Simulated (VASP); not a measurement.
Here is a VASP 6.6.1 calculation.

File INCAR:

```
PREC = Accurate ; ENCUT = 520
EDIFF = 1E-7 ; ISMEAR = 0
SIGMA = 0.012 ; LREAL = F
LASPH = T ; NELM = 80
ALGO = Normal ; ISIF = 2
LWAVE = F ; LCHARG = F
GGA = PE ; NBANDS = 11
```

File KPOINTS:

```
Automatic mesh
0
Gamma
  10 10 10
```

Contents of POSCAR:

```
AlN
1.0
    0.0000000000      2.1839935596      2.1839935596
    2.1839935596      0.0000000000      2.1839935596
    2.1839935596      2.1839935596      0.0000000000
Al N
1 1
Direct
    0.0000000000      0.0000000000      0.0000000000
    0.2500000000      0.2500000000      0.2500000000
```

Potentials or basis: VASP PAW PBE potentials, release 64 (Al, N).

Command:

```bash
$ cat potpaw_PBE.64/Al/POTCAR potpaw_PBE.64/N/POTCAR > POTCAR
$ mpirun -np 1 vasp_std > vasp.out
```

Q: What does it give for the pressure?

A: 4.6 GPa.

Q: What does it give for the band gap on the k mesh?

A: 3.32 eV, indirect (least direct gap 4.20 eV).

A k mesh can miss the band edges.
